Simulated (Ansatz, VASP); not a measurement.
# Cu2O in VASP and in Ansatz

The input INCAR:

```
PREC     = Accurate       # precision mode
ENCUT    = 600            # plane-wave cutoff, eV
EDIFF    = 1E-6           # SCF threshold, eV
ISMEAR   = 0              # smearing method
SIGMA    = 0.01           # smearing width, eV
LREAL    = False          # projectors in reciprocal space
LASPH    = True           # aspherical terms in the spheres
NELM     = 120            # most SCF steps
ALGO     = Normal         # electronic algorithm
ISIF     = 2              # what is computed and relaxed
LWAVE    = False          # write WAVECAR
LCHARG   = True           # write CHGCAR
GGA      = PS             # functional
LELF     = True           # ELF
LVHAR    = True         
NBANDS   = 37             # bands
GGA_COMPAT= False
```

The input KPOINTS:

```
regular mesh
0
Gamma
  4 4 4
```

File POSCAR:

```
Cu2O
1.0
    4.2600000000      0.0000000000      0.0000000000
    0.0000000000      4.2600000000      0.0000000000
    0.0000000000      0.0000000000      4.2600000000
Cu O
4 2
Direct
    0.2500000000      0.2500000000      0.2500000000
    0.2500000000      0.7500000000      0.7500000000
    0.7500000000      0.2500000000      0.7500000000
    0.7500000000      0.7500000000      0.2500000000
    1.0000000000      1.0000000000      1.0000000000
    0.5000000000      0.5000000000      0.5000000000
```

Input for Ansatz:

```yaml
crystal:
  lattice:
    bravais: cubic
    a: 4.26
  space_group: 224
  setting:
    origin_choice: 1
  atoms:
    - { symbol: Cu, position: [0.25, 0.25, 0.25] }
    - { symbol: O, position: [0.0, 0.0, 0.0] }
basis:
  ecutwfc: 510.0
kpoints:
  mp_grid:
    grid: [4, 4, 4]
hamiltonian:
  xc: pbesol
  hubbard:
    - { species: Cu, l: d, u_eff: 0.0 }
scf:
  occupations:
    method: fixed
output:
  eigenvalues: true
```

Alike in both runs: task single point; functional PBEsol; k mesh 4 × 4 × 4; no spin polarisation.

```csv
,VASP,Ansatz
version,VASP 6.6.1,Ansatz 0.2.0
potentials or method,"VASP PAW PBE potentials, release 64 (Cu, O), cutoff 600 eV","plane waves, PAW"
occupations,"gaussian, width 0.01 eV",fixed
valence electrons in the cell,56,88
```

```tsv
	VASP	Ansatz	Ansatz less VASP
gap on the k mesh at the Fermi level (eV)	0.50	0.50	-0.005
```

VASP's potentials were made for PBE, not for PBEsol. VASP's potentials hold 56 valence electrons a cell and Ansatz's 88, so a difference there can come from the potentials and not from the codes.
